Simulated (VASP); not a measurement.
Wanted: the native input for a VASP 6.6.1 run.

```
Task                   : single point
Functional             : LDA
Potentials or basis    : VASP PAW LDA potentials, release 64 (Cu)
Cutoff                 : 520 eV
k mesh                 : 6 × 6 × 4
Occupations            : fermi-dirac, width 0.05 eV
Spin                   : no spin polarisation
Dipole correction      : no
Further INCAR settings : ALGO = Normal; EDIFF = 1e-06; NBANDS = 18
```

The structure of Cu lies in POSCAR:

```
Cu
1.0
    4.0229000000      0.0000000000      0.0000000000
    0.0000000000      4.0229000000      0.0000000000
    0.0000000000      0.0000000000      5.6506000000
Cu
2
Direct
    0.0000000000      0.0000000000      0.0000000000
    0.5000000000      0.5000000000      0.0000000000
```

These files were run (other wordings do the same):

INCAR

```
PREC = Accurate
ENCUT = 520
EDIFF = 1E-6
ISMEAR = -1
SIGMA = 0.05
LREAL = F
LASPH = T
NELM = 60
ALGO = Normal
ISIF = 2
LWAVE = F
LCHARG = F
NBANDS = 18
```

KPOINTS

```
regular mesh
0
Gamma
  6 6 4
```

Potentials or basis: VASP PAW LDA potentials, release 64 (Cu).

The run is started by

```bash
$ cat potpaw_LDA.64/Cu/POTCAR > POTCAR
$ mpirun -np 1 vasp_std > vasp.out
```

Results of the run:

| Quantity | Value |
| --- | --- |
| Pressure | -7.3 GPa |
| Band gap on the k mesh | zero (band 11 reaches -0.25 eV, above the bottom of band 12 at -2.62 eV) |

Wall time 28 s on 1 thread of AMD EPYC 7R13 Processor (Zen 3) (shared host), peak memory 0.14 GiB.
